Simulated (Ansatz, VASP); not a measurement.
# One calculation of WC, two programs

```
W C
1.0
     2.90050    0.00000    0.00000
    -1.45025    2.51191    0.00000
     0.00000    0.00000    2.82900
W C
1 1
Direct
  0.00000 0.00000 0.00000
  0.66667 0.33333 0.45581
```

Change from the starting cell: all C atoms moved +0.125 Å, as atom 2 towards its neighbour atom 2 (C) at 2.829 Å.

Alike in both runs: task single point; functional PBEsol; k mesh 18 × 18 × 16; occupations gaussian, width 0.15 eV; no spin polarisation.

|  | VASP | Ansatz |
| --- | --- | --- |
| version | VASP 6.6.1 | Ansatz 0.2.0 |
| potentials or method | VASP PAW PBE potentials, release 64 (W_sv, C), cutoff 520 eV | scalar-relativistic, plane waves, PAW |
| valence electrons in the cell | 18 | 18 |

|  | VASP | Ansatz | Ansatz less VASP |
| --- | --- | --- | --- |
| gap on the k mesh at the Fermi level (eV) | none | none | - |
| pressure (GPa) | 4.1 | 2.8 | -1.31 |
| traceless stress, the component that is largest in VASP (GPa) | 1.12 | 0.92 | -0.202 |
| rms of the force components (eV/Å) | 1.072 | 1.061 | -0.0111 |

VASP's potentials were made for PBE, not for PBEsol. Atom by atom the forces differ by 0.011 eV/Å (rms over components). A gap of «none» marks a metal or a gap that the smearing closes.

Spin-orbit coupling is off throughout.
